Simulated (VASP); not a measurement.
Set up this calculation in VASP 6.6.1, as the native input.

| Item | Value |
| --- | --- |
| Task | single point |
| Functional | r2SCAN |
| Potentials or basis | VASP PAW PBE potentials, release 64 (Li_sv, Cl) |
| Cutoff | 520 eV |
| k mesh | 12 × 12 × 4 |
| Occupations | gaussian, width 0.01 eV |
| Spin | no spin polarisation |
| Dipole correction | no |
| Further INCAR settings | ALGO = Normal; EDIFF = 1e-06; NBANDS = 18 |

The system is LiCl.

```
CELL_PARAMETERS angstrom
3.89374 0.00000 0.00000
-1.94687 3.37208 0.00000
0.00000 0.00000 6.22588
ATOMIC_POSITIONS crystal
Li 0.66667 0.33333 0.87808
Li 0.33333 0.66667 0.37808
Cl 0.66667 0.33333 0.49692
Cl 0.33333 0.66667 0.99692
```

One way to write it, as run:

POSCAR

```
LiCl
1.0
    3.8937403756      0.0000000000      0.0000000000
   -1.9468701878      3.3720780810      0.0000000000
    0.0000000000      0.0000000000      6.2258774291
Li Cl
2 2
Direct
    0.6666666667      0.3333333333      0.8780761498
    0.3333333333      0.6666666667      0.3780761498
    0.6666666667      0.3333333333      0.4969248502
    0.3333333333      0.6666666667      0.9969248502
```

INCAR.step1

```
SYSTEM = LiCl
  ALGO = Normal
  EDIFF = 1E-4
  ENCUT = 520
  GGA = PE
  ISMEAR = 0
  LASPH = .True.
  LCHARG = .False.
  LREAL = .False.
  LWAVE = .True.
  NBANDS = 18
  NELM = 100
  PREC = Accurate
  SIGMA = 0.01
```

INCAR.step2

```
SYSTEM = LiCl
  ALGO = Normal
  EDIFF = 1E-6
  ENCUT = 520
  ISIF = 2
  ISMEAR = 0
  ISTART = 1
  LASPH = .True.
  LCHARG = .False.
  LMIXTAU = .True.
  LREAL = .False.
  LWAVE = .False.
  METAGGA = R2SCAN
  NBANDS = 18
  NELM = 100
  PREC = Accurate
  SIGMA = 0.01
```

KPOINTS

```
k-points
0
Gamma
  12 12 4
  0 0 0
```

Potentials or basis: VASP PAW PBE potentials, release 64 (Li_sv, Cl).

The run is started by

```console
$ cat potpaw_PBE.64/Li_sv/POTCAR potpaw_PBE.64/Cl/POTCAR > POTCAR
$ cp INCAR.step1 INCAR
$ mpirun -np 1 vasp_std > vasp.out
$ cp INCAR.step2 INCAR
$ mpirun -np 1 vasp_std > vasp.out
```

Results of the run:

The largest force is 0.004 eV/Å and the band gap on the k mesh is 6.74 eV, direct.

Caveat: the PAW data sets were made with another functional, which shifts forces and pressure a little.

Run time: 3.5 min on 1 thread of Intel(R) Xeon(R) 6975P-C (Granite Rapids), on a shared host, peak memory 0.23 GiB.
